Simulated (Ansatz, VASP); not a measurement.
CdH2O2: VASP beside Ansatz

INCAR

```
SYSTEM = CdH2O2
PREC = Accurate ; ENCUT = 520
EDIFF = 1E-6 ; ISMEAR = 0
SIGMA = 0.05 ; LREAL = .FALSE.
LASPH = .TRUE. ; NELM = 80
ALGO = Normal ; ISIF = 2
LWAVE = .FALSE. ; LCHARG = .TRUE.
GGA = PS ; LELF = .TRUE.
LVHAR = .TRUE. ; NBANDS = 21
```

The input KPOINTS:

```
regular mesh
0
G
  9 9 6
  0 0 0
```

Contents of POSCAR:

```
CdH2O2
1.0
    3.8398216553      0.0000000000      0.0000000000
   -1.9199108277      3.3253830995      0.0000000000
    0.0000000000      0.0000000000      4.4413930000
Cd H O
1 2 2
Direct
    0.3333333333      0.6666666667      0.9873000000
    0.0000000000      0.0000000000      0.0080770000
    0.6666666667      0.3333333333      0.4318850000
    0.0278929451      0.0139464725      0.7777798421
    0.6945596117      0.3472798059      0.2034798421
```

Input for Ansatz:

```yaml
crystal:
  lattice:
    - [3.8398216553, 0.0, 0.0]
    - [-1.9199108277, 3.3253830995, 0.0]
    - [0.0, 0.0, 4.441393]
  atoms:
    - { symbol: Cd, position: [0.3333333333, 0.6666666667, 0.9873] }
    - { symbol: H, position: [0.0, 0.0, 0.008077] }
    - { symbol: H, position: [0.6666666667, 0.3333333333, 0.431885] }
    - { symbol: O, position: [0.0278929451, 0.0139464725, 0.7777798421] }
    - { symbol: O, position: [0.6945596117, 0.3472798059, 0.2034798421] }
basis:
  ecutwfc: 420
kpoints:
  mp_grid: { grid: [9, 9, 6] }
hamiltonian:
  xc: pbesol
scf:
  occupations: { method: gaussian, width: 0.05 }
output:
  forces: true
  stress: true
  eigenvalues: true
```

Change from the starting cell: all O atoms moved -0.100 Å, as atom 4 towards its neighbour atom 1 (Cd) at 2.390 Å.

Alike in both runs: task single point; functional PBEsol; k mesh 9 × 9 × 6; occupations gaussian, width 0.05 eV; no spin polarisation.

|  | VASP | Ansatz |
| --- | --- | --- |
| version | VASP 6.6.1 | Ansatz 0.2.0 |
| potentials or method | VASP PAW PBE potentials, release 64 (Cd, H, O), cutoff 520 eV | scalar-relativistic, plane waves, PAW |
| valence electrons in the cell | 26 | 34 |

VASP gave:

* gap on the k mesh at the Fermi level (eV): 1.05
* least direct gap on the mesh (eV): 1.55
* pressure (GPa): -6.5
* traceless stress, the component that is largest in VASP (GPa): -3.60
* rms of the force components (eV/Å): 0.750

**Question.** Estimate Ansatz's values.

**Answer.** gap on the k mesh at the Fermi level (eV): 1.06; least direct gap on the mesh (eV): 1.57; pressure (GPa): -7.1; traceless stress, the component that is largest in VASP (GPa): -3.73; rms of the force components (eV/Å): 0.808.

VASP's potentials were made for PBE, not for PBEsol. Atom by atom the forces differ by 0.063 eV/Å (rms over components). VASP's potentials hold 26 valence electrons a cell and Ansatz's 34, so a difference there can come from the potentials and not from the codes.
